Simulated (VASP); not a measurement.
Write the native input for VASP 6.6.1 that does the following.

| Property | Result |
| --- | --- |
| Task | electric field gradients |
| Functional | PBE |
| Potentials or basis | VASP PAW PBE potentials, release 64 (Zn, S) |
| Cutoff | 520 eV |
| k mesh | 8 × 8 × 8 |
| Occupations | fermi-dirac, width 0.01 eV |
| Spin | no spin polarisation |
| Dipole correction | no |
| Further INCAR settings | ALGO = Normal; EDIFF = 1e-08; NBANDS = 16 |

The structure of ZnS lies in POSCAR:

```
ZnS
1.0
    0.0270465000      2.7181732500      2.7181732500
    2.7181732500      0.0270465000      2.7181732500
    2.7181732500      2.7181732500      0.0270465000
Zn S
1 1
Direct
    0.0000000000      0.0000000000      0.0000000000
    0.7500000000      0.7500000000      0.7500000000
```

This cell differs from its parent crystal: equal xy, yz and zx shear strains of +1 %.

One way to write it, as run:

INCAR

```
  PREC = Accurate
  ENCUT = 520
  EDIFF = 1E-8
  ISMEAR = -1
  SIGMA = 0.01
  LREAL = F
  LASPH = T
  NELM = 60
  ALGO = Normal
  ISIF = 2
  LWAVE = F
  LCHARG = F
  GGA = PE
  LEFG = T
  NBANDS = 16
```

KPOINTS

```
regular mesh
0
Gamma
  8 8 8
```

Potentials or basis: VASP PAW PBE potentials, release 64 (Zn, S).

Command:

```console
$ cat potpaw_PBE.64/Zn/POTCAR potpaw_PBE.64/S/POTCAR > POTCAR
$ mpirun -np 1 vasp_std > vasp.out
```

It gave:

* Pressure: 1.6 GPa
* Largest force: 0.092 eV/Å
* Band gap on the k mesh: 2.08 eV
* Largest electric field gradient by atom: Zn +6.3; S +3.1 V/Å²

Caveat: the cell differs from its parent crystal (equal xy, yz and zx shear strains of +1 %); without QUAD_EFG the Cq values of the log hold for a quadrupole moment of 1 mb, not for the nuclei.

It took 78 s on 1 thread of Intel Xeon 8259CL, with other jobs on the host, peak memory 0.19 GiB.
